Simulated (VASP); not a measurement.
# SnO in VASP: single point with PBE+D3(BJ)

Aim: the single point of SnO with PBE+D3(BJ).

All numbers are computed with VASP 6.6.1; they aren't measurements. Logs are shortened: lines on timing, memory, paths and dates and some standing lists are left out, and cuts for length are marked.

## (1) The cell of the first run

The cell holds a slab with vacuum, 8 atoms: a = 3.820 Å, b = 3.820 Å, c = 22.226 Å, α = 90.00°, β = 90.00°, γ = 90.00°.

## (2) Single point, PBE+D3(BJ)

File INCAR:

```
PREC = Accurate
ENCUT = 520
EDIFF = 1E-6
ISMEAR = 0
SIGMA = 0.05
LREAL = F
LASPH = T
NELM = 100
ALGO = Normal
ISIF = 2
LWAVE = F
LCHARG = T
LDIPOL = T
IDIPOL = 3
DIPOL = 0.5 0.5 0.394
GGA = PE
IVDW = 12
LELF = T
LVHAR = T
LVACPOTAV = T
NBANDS = 50
```

File KPOINTS:

```
regular mesh
0
Gamma
  7 7 1
```

File POSCAR:

```
SnO
1.0
    3.8201636883      0.0000000000      0.0000000000
    0.0000000000      3.8201636883      0.0000000000
    0.0000000000      0.0000000000     22.2260802162
Sn O
4 4
Direct
    0.7500000000      0.2500000000      0.2024648501
    0.2500000000      0.7500000000      0.3087831971
    0.2500000000      0.7500000000      0.4797535150
   -0.2500000000      1.2500000000      0.5860718620
    0.2500000000      0.2500000000      0.2556240236
    0.7500000000      0.7500000000      0.2556240236
   -0.2500000000      0.7500000000      0.5329126885
    0.2500000000      1.2500000000      0.5329126885
```

Potentials or basis: VASP PAW PBE potentials, release 64 (Sn_d, O).

Started as:

```
> cat potpaw_PBE.64/Sn_d/POTCAR potpaw_PBE.64/O/POTCAR > POTCAR
> mpirun -np 1 vasp_std > vasp.out
```

OUTCAR:

```text
PREC = Accurate
   ENCUT = 520
   EDIFF = 1E-6
   ISMEAR = 0
   LREAL = F
   LASPH = T
   NELM = 100
   ISIF = 2
   GGA = PE
   IVDW = 12
 IVDW          = 12

 ion  position               nearest neighbor table
   1  0.750  0.250  0.202-   5 2.25   6 2.25   6 2.25   5 2.25   2 3.59   2 3.59   2 3.59   2 3.59

   2  0.250  0.750  0.309-   5 2.25   6 2.25   5 2.25   6 2.25   1 3.59   1 3.59   1 3.59   1 3.59

   3  0.250  0.750  0.480-   7 2.25   8 2.25   8 2.25   7 2.25   4 3.59   4 3.59   4 3.59   4 3.59

   4  0.750  0.250  0.586-   7 2.25   8 2.25   7 2.25   8 2.25   3 3.59   3 3.59   3 3.59   3 3.59

   5  0.250  0.250  0.256-   1 2.25   2 2.25   2 2.25   1 2.25
   6  0.750  0.750  0.256-   1 2.25   2 2.25   1 2.25   2 2.25
   7  0.750  0.750  0.533-   3 2.25   4 2.25   4 2.25   3 2.25
   8  0.250  0.250  0.533-   3 2.25   4 2.25   3 2.25   4 2.25

  LATTYP: Found a simple tetragonal cell.
 ALAT       =     3.8201636883
 C/A-ratio  =     5.8180962989

  Lattice vectors:

 A1 = (   3.8201636883,   0.0000000000,   0.0000000000)
 A2 = (   0.0000000000,   3.8201636883,   0.0000000000)
 A3 = (   0.0000000000,   0.0000000000,  22.2260802162)

Analysis of symmetry for initial positions (statically):
=====================================================================
 Subroutine PRICEL returns:
 Original cell was already a primitive cell.

 Routine SETGRP: Setting up the symmetry group for a
 simple tetragonal supercell.

 Subroutine GETGRP returns: Found 16 space group operations
 (whereof  2 operations were pure point group operations)
 out of a pool of 16 trial point group operations.

The static configuration has the point symmetry C_1h.
 The point group associated with its full space group is D_4h.

Analysis of symmetry for dynamics (positions and initial velocities):
=====================================================================
 Subroutine PRICEL returns:
 Original cell was already a primitive cell.

 Routine SETGRP: Setting up the symmetry group for a
 simple tetragonal supercell.

 Subroutine GETGRP returns: Found 16 space group operations
 (whereof  2 operations were pure point group operations)
 out of a pool of 16 trial point group operations.

The dynamic configuration has the point symmetry C_1h.
 The point group associated with its full space group is D_4h.

 Subroutine INISYM returns: Found 16 space group operations
 (whereof  2 operations are pure point group operations),
 and found     1 'primitive' translations

----------------------------------------------------------------------------------------

                                     Primitive cell

  volume of cell :     324.3596

  direct lattice vectors                    reciprocal lattice vectors
     3.820163688  0.000000000  0.000000000     0.261768888  0.000000000  0.000000000
     0.000000000  3.820163688  0.000000000     0.000000000  0.261768888  0.000000000
     0.000000000  0.000000000 22.226080216     0.000000000  0.000000000  0.044992189

  length of vectors
     3.820163688  3.820163688 22.226080216     0.261768888  0.261768888  0.044992189

  position of ions in fractional coordinates (direct lattice)
     0.750000000  0.250000000  0.202464850
     0.250000000  0.750000000  0.308783197
     0.250000000  0.750000000  0.479753515
     0.750000000  0.250000000  0.586071862
     0.250000000  0.250000000  0.255624024
     0.750000000  0.750000000  0.255624024
     0.750000000  0.750000000  0.532912688
     0.250000000  0.250000000  0.532912688

  ion indices of the primitive-cell ions
   primitive index   ion index
                 1           1
                 2           2
                 3           3
                 4           4
                 5           5
                 6           6
                 7           7
                 8           8

----------------------------------------------------------------------------------------

 KPOINTS: regular mesh

Automatic generation of k-mesh.
 Grid dimensions read from file:
 generate k-points for:    7    7    1

 Generating k-lattice:

  Cartesian coordinates                     Fractional coordinates (reciprocal lattice)
     0.037395555  0.000000000  0.000000000     0.142857143  0.000000000  0.000000000
     0.000000000  0.037395555  0.000000000     0.000000000  0.142857143  0.000000000
     0.000000000  0.000000000  0.044992189     0.000000000  0.000000000  1.000000000

  Length of vectors
     0.037395555  0.037395555  0.044992189

  Shift w.r.t. Gamma in fractional coordinates (k-lattice)
     0.000000000  0.000000000  0.000000000

 Subroutine IBZKPT returns following result:
 ===========================================

 Found     10 irreducible k-points:

 Following reciprocal coordinates:
            Coordinates               Weight
  0.000000  0.000000  0.000000      1.000000
  0.142857  0.000000  0.000000      4.000000
  0.285714  0.000000  0.000000      4.000000
  0.428571  0.000000  0.000000      4.000000
  0.142857  0.142857  0.000000      4.000000
  0.285714  0.142857  0.000000      8.000000
  0.428571  0.142857  0.000000      8.000000
  0.285714  0.285714  0.000000      4.000000
  0.428571  0.285714  0.000000      8.000000
  0.428571  0.428571  0.000000      4.000000
   k-points           NKPTS =     10   k-points in BZ     NKDIM =     10   number of bands    NBANDS=     50
   number of dos      NEDOS =    301   number of ions     NIONS =      8
   total plane-waves  NPLWV = 131712
   dimension x,y,z NGX =    28 NGY =   28 NGZ =  168
   dimension x,y,z NGXF=    56 NGYF=   56 NGZF=  336
   ions per type =               4   4
   NGX,Y,Z   is equivalent  to a cutoff of  12.19, 12.19, 12.57 a.u.
   NGXF,Y,Z  is equivalent  to a cutoff of  24.37, 24.37, 25.13 a.u.
 SYSTEM =  unknown system
   PREC   = accura    normal or accurate (medium, high low for compatibility)
   ISTART =      0    job   : 0-new  1-cont  2-samecut
   ICHARG =      2    charge: 1-file 2-atom 10-const
   ISPIN  =      1    spin polarized calculation?
   LNONCOLLINEAR =      F non collinear calculations
   LSORBIT =      F    spin-orbit coupling
   LASPH  =      T    aspherical Exc in radial PAW
   ENCUT  =  520.0 eV  38.22 Ry    6.18 a.u.   7.10  7.10 41.33*2*pi/ulx,y,z
   NELM   =    100;   NELMIN=  2; NELMDL= -5     # of ELM steps
   EDIFF  = 0.1E-05   stopping-criterion for ELM
   LREAL  =      F    real-space projection
[... 7 lines left out ...]
   TEBEG  =    0.0;   TEEND  =   0.0 temperature during run
   PSTRESS=    0.0 pullay stress
   NELECT =      80.0000    total number of electrons
   NUPDOWN=      -1.0000    fix difference up-down
   EMIN   =  10.00;   EMAX   =-10.00  energy-range for DOS
   EFERMI =   0.00;   METHOD = LEGACY
   ISMEAR =     0;   SIGMA  =   0.05  broadening in eV -4-tet -1-fermi 0-gaus
   EFERMI_NEDOS =   21; number of points for ismear=-14 and -15
   IALGO  =     38    algorithm
   IMIX   =      4    mixing-type and parameters
     AMIX     =   0.40;   BMIX     =  1.00
     AMIX_MAG =   1.60;   BMIX_MAG =  1.00
  volume/ion in A,a.u.               =      40.54       273.61
  Fermi-wavevector in a.u.,A,eV,Ry     =   1.026666  1.940118 14.341129  1.054043
  Thomas-Fermi vector in A             =   2.160571
   LORBIT       =      0    0 simple, 1 ext, 2 COOP (PROOUT), +10 PAW based schemes
   GGA     = PE    functional components
   LHFCALC =     F    Hartree Fock is set to
   AEXX    =    0.0000 exact exchange contribution
   IVDW    =    12    specifies the selected vdW correction
   LEPSILON=     F    determine dielectric tensor
   LRPA    =     F    only Hartree local field effects (RPA)
 non-spin polarized calculation
 Gauss-broadening in eV      SIGMA  =   0.05
  energy-cutoff  :      520.00
  volume of cell :      324.36
 maximum number of plane-waves:      8769
   NGX = 15   NGY = 15   NGZ = 83

 dipolmoment           0.000000      0.000000      0.000024 electrons x Angstroem

 number of electron      79.9999971 magnetization

 dipolmoment           0.000000      0.000000     -0.000005 electrons x Angstroem

 Free energy of the ion-electron system (eV)
  ---------------------------------------------------
  ext. energy  EPLUGINS =         0.00000000
  ---------------------------------------------------
  free energy    TOTEN  =       -45.00007848 eV

  energy without entropy =      -45.00007848  energy(sigma->0) =      -45.00007848

 E-fermi :   0.2952     XC(G=0):  -5.2585

 val. band max:       -0.0075003597   @ k =   0.1429   0.1429   0.0000
 cond. band min:       1.9873294565   @ k =   0.4286   0.0000   0.0000
 fundamental gap:      1.9948298162
 Fermi energy:         0.2952110901

 k-point     1 :       0.0000    0.0000    0.0000
  band No.  band energies     occupation
      1     -21.0261      2.00000
      2     -21.0257      2.00000
      3     -20.6658      2.00000
      4     -20.6654      2.00000
      5     -20.6324      2.00000
      6     -20.6324      2.00000
[... 42 lines left out ...]
     49       5.2923      0.00000
     50       5.2923      0.00000

 k-point     2 :       0.1429    0.0000    0.0000
  band No.  band energies     occupation
      1     -21.0173      2.00000
      2     -21.0169      2.00000
      3     -20.6670      2.00000
      4     -20.6662      2.00000
      5     -20.6337      2.00000
      6     -20.6324      2.00000
[... 42 lines left out ...]
     49       5.4694      0.00000
     50       5.5311      0.00000

 k-point     3 :       0.2857    0.0000    0.0000
  band No.  band energies     occupation
      1     -20.9928      2.00000
      2     -20.9921      2.00000
      3     -20.7653      2.00000
      4     -20.7632      2.00000
      5     -20.6370      2.00000
      6     -20.6349      2.00000
[... 360 lines left out ...]
     49       5.6722      0.00000
     50       6.1264      0.00000

 k-point    10 :       0.4286    0.4286    0.0000
  band No.  band energies     occupation
      1     -20.9698      2.00000
      2     -20.9676      2.00000
      3     -20.9561      2.00000
      4     -20.9537      2.00000
      5     -20.6329      2.00000
      6     -20.6321      2.00000
[... 42 lines left out ...]
     49       5.6838      0.00000
     50       6.0079      0.00000

------------------------ aborting loop because EDIFF is reached ----------------------------------------

 Edisp (eV)   -1.27203

 E8    (eV) :    -0.5620

  FORCE on cell =-STRESS in cart. coord.  units (eV):
  Direction    XX          YY          ZZ          XY          YZ          ZX
  --------------------------------------------------------------------------------------
  -------------------------------------------------------------------------------------
  Total       0.49297     0.49297     1.69456    -0.00000    -0.00000     0.00000
  in kB       2.43503     2.43503     8.37028    -0.00000    -0.00000     0.00000
  external pressure =        4.41 kB  Pullay stress =        0.00 kB

 VOLUME and BASIS-vectors are now :
 -----------------------------------------------------------------------------
  energy-cutoff  :      520.00
  volume of cell :      324.36
      direct lattice vectors                 reciprocal lattice vectors
     3.820163688  0.000000000  0.000000000     0.261768888  0.000000000  0.000000000
     0.000000000  3.820163688  0.000000000     0.000000000  0.261768888  0.000000000
     0.000000000  0.000000000 22.226080216     0.000000000  0.000000000  0.044992189

 POSITION                                       TOTAL-FORCE (eV/Angst)
 -----------------------------------------------------------------------------------
      2.86512      0.95504      4.50000        -0.000000      0.000000     -0.082302
      0.95504      2.86512      6.86304        -0.000000     -0.000000     -0.247495
      0.95504      2.86512     10.66304         0.000000     -0.000000      0.247495
      2.86512      0.95504     13.02608         0.000000     -0.000000      0.082302
      0.95504      0.95504      5.68152         0.000000      0.000000     -0.016825
      2.86512      2.86512      5.68152         0.000000      0.000000     -0.016825
      2.86512      2.86512     11.84456        -0.000000     -0.000000      0.016825
      0.95504      0.95504     11.84456         0.000000      0.000000      0.016825
 -----------------------------------------------------------------------------------
    total drift:                                0.000000      0.000000     -0.000254

  FREE ENERGIE OF THE ION-ELECTRON SYSTEM (eV)
  ---------------------------------------------------
  free  energy   TOTEN  =       -46.2721119995 eV

  energy  without entropy=      -46.2721119995  energy(sigma->0) =      -46.27211200

 vacuum level on the upper side and lower side of the slab         4.962         4.962
```

Run time: 6.8 min. Hardware: 1 thread of AMD EPYC 7R43 (Zen 3), shared host; peak memory 0.34 GiB.

What came out:

```yaml
Free_energy: -46.2721 eV
Largest_force: 0.247 eV/Å
Band_gap_on_the_k_mesh: 1.99 eV (least direct gap 2.21 eV)
Dispersion_energy_per_atom: -0.159 eV
```

Forces in eV/Å, atoms in the order of the input:
```
Sn   0.000  0.000 -0.082
Sn   0.000  0.000 -0.247
Sn   0.000  0.000  0.247
Sn   0.000  0.000  0.082
O    0.000  0.000 -0.017
O    0.000  0.000 -0.017
O    0.000  0.000  0.017
O    0.000  0.000  0.017
```

Levels at points of the mesh, in eV from the valence-band top:
```csv
k point,band 37,band 38,band 39,band 40,band 41,band 42,band 43,band 44
"(0.00, 0.00, 0.00)",-2.10,-2.10,-0.92,-0.06,2.37,2.69,2.70,3.94
```

Caveat: spin-orbit coupling is left out, which moves the levels of the heavy elements.
